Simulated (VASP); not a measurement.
**Os: relaxation of cell and atoms with PBEsol**

Crystal: Os.

```
Os
1.0
     2.70000    0.00000    0.00000
    -1.35000    2.33827    0.00000
     0.00000    0.00000    4.40910
Os
2
Direct
  0.33333 0.66667 0.25000
  0.66667 0.33333 0.75000
```

```
Program                : VASP 6.6.1
Task                   : relaxation of cell and atoms
Functional             : PBEsol
Potentials or basis    : VASP PAW PBE potentials, release 64 (Os)
Cutoff                 : 600 eV
k mesh                 : 18 × 18 × 10
Occupations            : fermi-dirac, width 0.05 eV
Spin                   : no spin polarisation
Dipole correction      : no
Further INCAR settings : ALGO = Normal; EDIFF = 1e-06; IBRION = 2; EDIFFG = -0.03; NSW = 80; ISIF = 3
```

The relaxed volume is 13.91 Å³/atom, the relaxed cell is a = 2.729 Å, b = 2.729 Å, c = 4.313 Å, α = 90.00°, β = 90.00°, γ = 120.00° and the space group after relaxing (to 0.05 Å) is P6_3/mmc (No. 194). The energy gained by relaxing is 18.4 meV/atom and the ionic steps are 6. The pressure after relaxing is 0.0 GPa. The band gap on the k mesh is zero (band 8 reaches 11.46 eV, above the bottom of band 9 at 7.47 eV).

Stress tensor (GPa, compression positive):
```
-0.04  0.00  0.00
 0.00 -0.04  0.00
 0.00  0.00  0.13
```

The path:
```csv
step,energy change (eV),largest force (eV/Å),pressure (GPa),volume (Å³)
1,0.0000,0.0000,-0.30,27.84
2,0.0581,0.0000,4.98,27.67
3,-0.0368,0.0000,0.57,27.79
4,-0.0368,0.0000,0.60,27.79
5,-0.0358,0.0000,-2.26,27.97
6,-0.0368,0.0000,0.02,27.82
```

Final structure:
```
Os
1.0
     2.72911    0.00000    0.00000
    -1.36456    2.36348    0.00000
     0.00000    0.00000    4.31342
Os
2
Direct
  0.33333 0.66667 0.25000
  0.66667 0.33333 0.75000
```

Levels at points of the mesh, in eV from the Fermi level:
```
           k point  band 5  band 6  band 7  band 8  band 9  band 10  band 11  band 12
(0.00, 0.00, 0.00)   -2.84   -2.24   -2.24   -1.57   -1.57    -0.01     1.71     1.71
(0.50, 0.00, 0.00)   -2.95   -2.61   -1.91    2.07    2.63     2.75     4.46     5.75
(0.00, 0.00, 0.50)   -3.29   -3.29   -3.29   -3.29    0.91     0.91     0.91     0.91
(0.50, 0.00, 0.50)   -1.22   -1.22   -0.18   -0.18    2.41     2.41     3.33     3.33
```

Run time: 2.8 min on 1 thread of Intel(R) Xeon(R) Platinum 8259CL CPU @ 2.50GHz (Skylake/Cascade Lake), on a shared host, peak memory 0.23 GiB.

Caveat: the PAW data sets were made with another functional, which shifts forces and pressure a little; spin-orbit coupling is left out, which moves the levels of the heavy elements.
